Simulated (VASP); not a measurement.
**CaS (Oldhamite): single point with PBEsol**

Crystal: CaS (Oldhamite).

```
CELL_PARAMETERS angstrom
0.00000 2.70148 2.70148
2.70148 0.00000 2.70148
2.70148 2.70148 0.00000
ATOMIC_POSITIONS crystal
Ca 0.00000 0.00000 0.00000
S 0.50000 0.50000 0.50000
```

```json
{
  "Program": "VASP 6.6.1",
  "Task": "single point",
  "Functional": "PBEsol",
  "Potentials or basis": "VASP PAW PBE potentials, release 64 (Ca_sv, S)",
  "Cutoff": "500 eV",
  "k mesh": "8 × 8 × 8",
  "Occupations": "gaussian, width 0.01 eV",
  "Spin": "no spin polarisation",
  "Dipole correction": "no",
  "Further INCAR settings": "ALGO = Normal; EDIFF = 1e-06; NBANDS = 15"
}
```

```json
{
  "Pressure": "10.3 GPa",
  "Band gap on the k mesh": "1.77 eV, indirect (least direct gap 2.70 eV)"
}
```

Levels at points of the mesh, in eV from the valence-band top:
```
           k point  band 5  band 6  band 7  band 8  band 9  band 10  band 11  band 12
(0.00, 0.00, 0.00)  -11.91    0.00    0.00    0.00    3.97     3.97     3.97     4.75
(0.50, 0.00, 0.00)  -10.66   -3.77   -1.55   -1.55    5.35     6.52     6.62     6.62
(0.50, 0.50, 0.00)  -11.09   -2.64   -0.93   -0.93    1.77     5.82     6.67     7.37
```

It took 28 s on 1 thread of Intel Xeon 8259CL, with other jobs on the host, peak memory 0.16 GiB.

Caveat: the PAW data sets were made with another functional, which shifts forces and pressure a little. A k mesh can miss the band edges.
